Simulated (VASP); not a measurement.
## Si (a cell with a defect): single point with PBE

System: Si (a cell with a defect).

```
Si
1.0
     0.00000    5.43000    5.43000
     5.43000    0.00000    5.43000
     5.43000    5.43000    0.00000
Si
17
Direct
  0.04476 0.98514 0.98475
  0.12692 0.12979 0.12940
  0.98884 0.00845 0.50106
  0.12692 0.12979 0.61329
  0.98884 0.50144 0.00806
  0.12692 0.61368 0.12940
  0.98884 0.50145 0.50106
  0.09576 0.63480 0.63442
  0.50531 0.00900 0.00865
  0.67158 0.10952 0.10917
  0.50532 0.00899 0.47649
  0.61717 0.14060 0.62085
  0.50531 0.47685 0.00865
  0.61717 0.62120 0.14024
  0.46957 0.51019 0.50984
  0.61717 0.62119 0.62085
  0.44009 0.85336 0.85300
```

```yaml
Program: VASP 6.6.1
Task: single point
Functional: PBE
Potentials_or_basis: VASP PAW PBE potentials, release 64 (Si)
Cutoff: 520 eV
k_mesh: 2 × 2 × 2
Occupations: gaussian, width 0.05 eV
Spin: no spin polarisation
Dipole_correction: no
Further_INCAR_settings: LREAL = Auto; ALGO = Normal; EDIFF = 1e-07; NBANDS = 48
```

```json
{"Pressure": "4.9 GPa", "Largest force": "0.404 eV/Å", "Band gap on the k mesh": "zero (bands 34 and 35 overlap by 0.11 eV)"}
```

Forces in eV/Å, atoms in the order of the input:
```
Si   0.093 -0.093 -0.094
Si  -0.040 -0.006 -0.006
Si  -0.027  0.028  0.031
Si   0.005  0.040 -0.006
Si  -0.027  0.032  0.028
Si   0.006 -0.006  0.040
Si  -0.031  0.028  0.028
Si  -0.050  0.052  0.051
Si  -0.103 -0.008 -0.008
Si   0.066 -0.066 -0.066
Si   0.008  0.102 -0.007
Si  -0.029  0.029  0.030
Si   0.007 -0.007  0.102
Si  -0.029  0.029  0.029
Si  -0.052  0.052  0.052
Si  -0.029  0.029  0.029
Si   0.233 -0.234 -0.233
```

Stress tensor (GPa, compression positive):
```
 4.87  0.37  0.37
 0.37  4.87 -0.37
 0.37 -0.37  4.87
```

Levels at points of the mesh, in eV from the Fermi level:
```tsv
k point	band 31	band 32	band 33	band 34	band 35	band 36	band 37	band 38
(0.00, 0.00, 0.00)	-0.87	-0.76	-0.76	-0.49	-0.10	-0.10	0.13	0.13
(0.50, 0.00, 0.00)	-1.52	-1.37	-1.37	-0.34	0.41	0.41	1.10	1.10
(0.00, 0.50, 0.00)	-1.45	-1.42	-1.13	-0.18	0.21	0.80	0.82	0.92
(0.00, 0.00, 0.50)	-1.45	-1.42	-1.13	-0.18	0.21	0.80	0.82	0.92
(0.50, 0.50, 0.50)	-1.45	-1.42	-1.13	-0.18	0.21	0.80	0.82	0.92
(0.50, 0.50, 0.00)	-1.97	-1.81	-0.89	0.01	0.51	1.15	1.27	1.28
(0.00, 0.50, 0.50)	-1.97	-1.81	-0.89	0.01	0.51	1.15	1.27	1.28
(0.50, 0.00, 0.50)	-1.97	-1.81	-0.89	0.01	0.51	1.15	1.27	1.28
```

Run time: 2.6 min on 1 thread of AMD EPYC 9R45 96-Core Processor (Zen 5), on a shared host, peak memory 0.43 GiB.

Caveat: the k points lie up to 0.50 Å⁻¹ apart.
